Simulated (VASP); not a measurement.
Ir: single point with r2SCAN

Crystal: Ir.

```
CELL_PARAMETERS angstrom
0.00000 1.91560 1.91560
1.91560 0.00000 1.91560
1.91560 1.91560 0.00000
ATOMIC_POSITIONS crystal
Ir 0.00000 0.00000 0.00000
```

```
Program             : VASP 6.6.1
Task                : single point
Functional          : r2SCAN
Potentials or basis : VASP PAW PBE potentials, release 64 (Ir)
Cutoff              : 550 eV
k mesh              : 12 × 12 × 12
Occupations         : methfessel-paxton, width 0.05 eV
Spin                : no spin polarisation
```

```
Pressure : 6.2 GPa
```

Levels at points of the mesh, in eV from the Fermi level:
```csv
k point,band 1,band 2,band 3,band 4,band 5,band 6,band 7,band 8,band 9
"(0.00, 0.00, 0.00)",-11.64,-4.08,-4.08,-4.08,-1.34,-1.34,15.06,20.95,20.95
"(0.50, 0.00, 0.00)",-8.52,-4.24,-4.24,-0.76,0.91,0.91,7.69,14.68,20.84
"(0.50, 0.50, 0.00)",-8.33,-7.74,0.81,1.55,1.55,1.75,11.13,12.33,12.33
```

Run time: 36 s on 1 thread of Intel(R) Xeon(R) Platinum 8175M CPU @ 2.50GHz (Skylake/Cascade Lake), on a shared host, peak memory 0.16 GiB.

Caveat: the PAW data sets were made with another functional, which shifts forces and pressure a little; spin-orbit coupling is left out, which moves the levels of the heavy elements.
